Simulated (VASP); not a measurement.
# CaTeI3 (R3m) in VASP: further runs

The runs below take CaTeI3 through single point, with PBE.

Everything below comes from runs of VASP 6.6.1. Logs are shortened: lines on timing, memory, paths and dates and some standing lists are left out, and cuts for length are marked.

**1. The cell of the first run**

It takes space group R3m (No. 160, trigonal). The conventional cell has a = 8.240 Å, b = 8.240 Å, c = 10.384 Å, α = 90.00°, β = 90.00°, γ = 120.00°. Ca (site symmetry 3m) has 12 I at 4.12 to 4.24 Å and 8 Te at 4.94 to 5.44 Å within 5.5 Å. Within 3.5 Å of Te (site symmetry 3m) lie 6 I at 2.64 to 3.26 Å. I (site symmetry m) has 2 Te at 2.64 to 3.26 Å within 3.5 Å.

The cell was generated, and may not be a known phase.

**2. Single point, PBE**

Contents of INCAR:

```
ALGO     = Normal         # electronic algorithm
EDIFF    = 1E-7           # SCF threshold, eV
ENCUT    = 520            # plane-wave cutoff, eV
GGA      = PE             # functional
ISIF     = 2              # what is computed and relaxed
ISMEAR   = 0              # smearing method
LASPH    = True           # aspherical terms in the spheres
LCHARG   = False          # write CHGCAR
LREAL    = False          # projectors in reciprocal space
LWAVE    = False          # write WAVECAR
NBANDS   = 26             # bands
NELM     = 80             # most SCF steps
PREC     = Accurate       # precision mode
SIGMA    = 0.1            # smearing width, eV
```

Contents of KPOINTS:

```
k-points
0
Gamma
  3 3 3
```

Contents of POSCAR:

```
CaTeI3
1.0
    4.1198683000      2.3786070700      3.4614898400
   -4.1198683000      2.3786070700      3.4614898400
    0.0000000000     -4.7572141400      3.4614898400
Ca Te I
1 1 3
Direct
    0.0013040400      0.0013040400      0.0013040400
    0.4770829100      0.4770829100      0.4770829100
    0.0286681300      0.5054724800      0.5054724800
    0.5054724800      0.5054724800      0.0286681300
    0.5054724800      0.0286681300      0.5054724800
```

Potentials or basis: VASP PAW PBE potentials, release 64 (Ca_sv, Te, I).

Command:

```bash
cat potpaw_PBE.64/Ca_sv/POTCAR potpaw_PBE.64/Te/POTCAR potpaw_PBE.64/I/POTCAR > POTCAR
mpirun -np 1 vasp_std > vasp.out
```

OUTCAR:

```text
EDIFF = 1E-7
   ENCUT = 520
   GGA = PE
   ISIF = 2
   ISMEAR = 0
   LASPH = True
   LREAL = False
   NELM = 80
   PREC = Accurate

 ion  position               nearest neighbor table
   1  0.001  0.001  0.001-
   2  0.477  0.477  0.477-   4 2.64   3 2.64   5 2.64   4 3.26   3 3.26   5 3.26
   3  0.029  0.505  0.505-   2 2.64   2 3.26
   4  0.505  0.505  0.029-   2 2.64   2 3.26
   5  0.505  0.029  0.505-   2 2.64   2 3.26

  LATTYP: Found a trigonal (rhomboedric) cell.
 ALAT       =     5.8832812541
 COS(alpha) =     0.0192519784

  Lattice vectors:

 A1 = (   4.1198683000,   2.3786070700,   3.4614898400)
 A2 = (  -4.1198683000,   2.3786070700,   3.4614898400)
 A3 = (   0.0000000000,  -4.7572141400,   3.4614898400)

Analysis of symmetry for initial positions (statically):
=====================================================================
 Subroutine PRICEL returns:
 Original cell was already a primitive cell.

 Routine SETGRP: Setting up the symmetry group for a
 trigonal (rhombohedral) supercell.

 Subroutine GETGRP returns: Found  6 space group operations
 (whereof  6 operations were pure point group operations)
 out of a pool of 12 trial point group operations.

The static configuration has the point symmetry C_3v.

Analysis of symmetry for dynamics (positions and initial velocities):
=====================================================================
 Subroutine PRICEL returns:
 Original cell was already a primitive cell.

 Routine SETGRP: Setting up the symmetry group for a
 trigonal (rhombohedral) supercell.

 Subroutine GETGRP returns: Found  6 space group operations
 (whereof  6 operations were pure point group operations)
 out of a pool of 12 trial point group operations.

The dynamic configuration has the point symmetry C_3v.

 Subroutine INISYM returns: Found  6 space group operations
 (whereof  6 operations are pure point group operations),
 and found     1 'primitive' translations

----------------------------------------------------------------------------------------

                                     Primitive cell

  volume of cell :     203.5262

  direct lattice vectors                    reciprocal lattice vectors
     4.119868300  2.378607070  3.461489840     0.121363103  0.070069020  0.096297649
    -4.119868300  2.378607070  3.461489840    -0.121363103  0.070069020  0.096297649
     0.000000000 -4.757214140  3.461489840     0.000000000 -0.140138040  0.096297649

[... 71 lines left out ...]
   LREAL  =      F    real-space projection
   EDIFFG = 0.1E-05   stopping-criterion for IOM
   NSW    =      0    number of steps for IOM
   IBRION =     -1    ionic relax: 0-MD 1-quasi-New 2-CG
   NFREE  =      0    steps in history (QN), initial steepest desc. (CG)
   ISIF   =      2    stress and relaxation
   ISYM   =      2    0-nonsym 1-usesym 2-fastsym
   POTIM  = 0.5000    time-step for ionic-motion
   TEBEG  =    0.0;   TEEND  =   0.0 temperature during run
   PSTRESS=    0.0 pullay stress
   NELECT =      37.0000    total number of electrons
   NUPDOWN=      -1.0000    fix difference up-down
   EMIN   =  10.00;   EMAX   =-10.00  energy-range for DOS
   EFERMI =   0.00;   METHOD = LEGACY
   ISMEAR =     0;   SIGMA  =   0.10  broadening in eV -4-tet -1-fermi 0-gaus
   EFERMI_NEDOS =   21; number of points for ismear=-14 and -15
   IALGO  =     38    algorithm
   IMIX   =      4    mixing-type and parameters
     AMIX     =   0.40;   BMIX     =  1.00
     AMIX_MAG =   1.60;   BMIX_MAG =  1.00
  volume/ion in A,a.u.               =      40.71       274.69
  Fermi-wavevector in a.u.,A,eV,Ry     =   0.927403  1.752538 11.702056  0.860077
  Thomas-Fermi vector in A             =   2.053469
   LORBIT       =      0    0 simple, 1 ext, 2 COOP (PROOUT), +10 PAW based schemes
   GGA     = PE    functional components
   LHFCALC =     F    Hartree Fock is set to
   AEXX    =    0.0000 exact exchange contribution
   IVDW    =     0    specifies the selected vdW correction
   LEPSILON=     F    determine dielectric tensor
   LRPA    =     F    only Hartree local field effects (RPA)
 non-spin polarized calculation
 Gauss-broadening in eV      SIGMA  =   0.10
  energy-cutoff  :      520.00
  volume of cell :      203.53
 maximum number of plane-waves:      5500
 NGX is ok and might be reduce to    48
   NGX = 21   NGY = 21   NGZ = 21

 number of electron      37.0000004 magnetization

 Free energy of the ion-electron system (eV)
  ---------------------------------------------------
  ext. energy  EPLUGINS =         0.00000000
  ---------------------------------------------------
  free energy    TOTEN  =        -8.18158443 eV

  energy without entropy =       -8.13176587  energy(sigma->0) =       -8.15667515

 E-fermi :   4.8721     XC(G=0):  -8.0408

 val. band max:        4.8382636756   @ k =   0.3333   0.3333  -0.0000
 cond. band min:       4.8731351822   @ k =  -0.3333   0.3333   0.3333
 fundamental gap:      0.0348715066
 Fermi energy:         4.8720998578

 k-point     1 :       0.0000    0.0000    0.0000
  band No.  band energies     occupation
      1     -39.5520      2.00000
      2     -20.4757      2.00000
      3     -20.4694      2.00000
      4     -20.4694      2.00000
      5     -10.8517      2.00000
      6      -8.9656      2.00000
[... 163 lines left out ...]
     25       5.9932      0.00000
     26       6.0043      0.00000

------------------------ aborting loop because EDIFF is reached ----------------------------------------

  FORCE on cell =-STRESS in cart. coord.  units (eV):
  Direction    XX          YY          ZZ          XY          YZ          ZX
  --------------------------------------------------------------------------------------
  -------------------------------------------------------------------------------------
  Total       10.2776766     10.2776766      6.8545892      0.0000000      0.0000000      0.0000000
  in kB       80.9068289     80.9068288     53.9599659      0.0000000      0.0000000      0.0000000
  external PRESSURE =      71.9245412 kB  Pullay stress =       0.0000000 kB

 VOLUME and BASIS-vectors are now :
 -----------------------------------------------------------------------------
  energy-cutoff  :      520.00
  volume of cell :      203.53
      direct lattice vectors                 reciprocal lattice vectors
     4.119868300  2.378607070  3.461489840     0.121363103  0.070069020  0.096297649
    -4.119868300  2.378607070  3.461489840    -0.121363103  0.070069020  0.096297649
     0.000000000 -4.757214140  3.461489840     0.000000000 -0.140138040  0.096297649

 POSITION                                       TOTAL-FORCE (eV/Angst)
 -----------------------------------------------------------------------------------
      0.00000      0.00000      0.01354         0.000000     -0.000000     -0.001503
      0.00000      0.00000      4.95425         0.000000      0.000000      5.055123
     -1.96437     -1.13413      3.59861        -2.419411     -1.396847     -1.684540
      0.00000      2.26826      3.59861         0.000000      2.793695     -1.684540
      1.96437     -1.13413      3.59861         2.419411     -1.396847     -1.684540
 -----------------------------------------------------------------------------------
    total drift:                               -0.000000     -0.000001     -0.000410

  FREE ENERGIE OF THE ION-ELECTRON SYSTEM (eV)
  ---------------------------------------------------
  free  energy   TOTEN  =        -8.1815844317 eV

  energy  without entropy=       -8.1317658652  energy(sigma->0) =       -8.15667515
```

OSZICAR:

```text
N       E                     dE             d eps       ncg     rms          rms(c)
DAV:   1     0.247365018293E+03    0.24737E+03   -0.14414E+04   312   0.116E+03
DAV:   2     0.105533640810E+02   -0.23681E+03   -0.23143E+03   420   0.239E+02
DAV:   3    -0.764536060269E+01   -0.18199E+02   -0.18052E+02   414   0.609E+01
DAV:   4    -0.857244424404E+01   -0.92708E+00   -0.92212E+00   480   0.127E+01
DAV:   5    -0.859074369897E+01   -0.18299E-01   -0.18265E-01   464   0.170E+00    0.209E+01
DAV:   6    -0.819805937301E+01    0.39268E+00   -0.11108E+00   386   0.261E+00    0.110E+01
DAV:   7    -0.817911315073E+01    0.18946E-01   -0.16795E-01   422   0.169E+00    0.268E+00
DAV:   8    -0.818340912677E+01   -0.42960E-02   -0.49626E-02   396   0.729E-01    0.690E-01
DAV:   9    -0.818269851795E+01    0.71061E-03   -0.36964E-02   396   0.435E-01    0.460E-01
DAV:  10    -0.818317903131E+01   -0.48051E-03   -0.32963E-02   376   0.383E-01    0.329E-01
DAV:  11    -0.818152232763E+01    0.16567E-02   -0.78035E-03   378   0.192E-01    0.410E-02
DAV:  12    -0.818162041259E+01   -0.98085E-04   -0.63529E-04   418   0.724E-02    0.883E-02
DAV:  13    -0.818158431502E+01    0.36098E-04   -0.22002E-04   382   0.400E-02    0.366E-02
DAV:  14    -0.818158535369E+01   -0.10387E-05   -0.76253E-06   374   0.122E-02    0.530E-03
DAV:  15    -0.818158490984E+01    0.44385E-06   -0.99857E-07   398   0.290E-03    0.411E-03
DAV:  16    -0.818158453019E+01    0.37964E-06   -0.11777E-07   184   0.154E-03    0.864E-04
DAV:  17    -0.818158443172E+01    0.98471E-07   -0.79446E-08   174   0.886E-04
   1 F= -.81815844E+01 E0= -.81566751E+01  d E =-.498186E-01
```

Run time: 29 s. Hardware: 1 thread of Intel Xeon 6975P-C (Granite Rapids), shared host; peak memory 0.32 GiB.

Results:

| Item | Value |
| --- | --- |
| Free energy | -8.1816 eV |
| Pressure | 7.2 GPa |
| Largest force | 5.055 eV/Å |
| Band gap on the k mesh | zero (an odd number of electrons rules out a gap without spin polarisation) |

Forces in eV/Å, atoms in the order of the input:
```
Ca   0.000  0.000 -0.002
Te   0.000  0.000  5.055
I   -2.419 -1.397 -1.685
I    0.000  2.794 -1.685
I    2.419 -1.397 -1.685
```

Caveat: the cell stands under pressure; spin-orbit coupling is left out, which moves the levels of the heavy elements; an odd number of electrons without spin polarisation forces a metal; a magnetic or distorted state may lie lower.

(Continued in part 2 of 2.)

The gap in the log of VASP goes by the Fermi energy; the results here count the filled bands.